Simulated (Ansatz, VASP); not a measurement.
**Os: VASP beside Ansatz**

```
Os
1.0
     0.00000    1.92793    1.92793
     1.92793    0.00000    1.92793
     1.92793    1.92793    0.00000
Os
1
Direct
  0.00000 0.00000 0.00000
```

Alike in both runs: functional PBE; k mesh 18 × 18 × 18; occupations fermi-dirac, width 0.05 eV; no spin polarisation.

Ansatz relaxed the structure, and its values are those at the end. VASP's run is a single point on that final structure, the one shown.

|  | VASP | Ansatz |
| --- | --- | --- |
| version | VASP 6.6.1 | Ansatz 0.2.0 |
| potentials or method | VASP PAW PBE potentials, release 64 (Os), cutoff 520 eV | all-electron LAPW, scalar-relativistic |

|  | VASP | Ansatz | Ansatz less VASP |
| --- | --- | --- | --- |
| pressure (GPa) | -0.1 | 0.0 | +0.10 |

Ansatz ran all-electron here, and VASP with PAW potentials.

Spin-orbit coupling is off throughout.
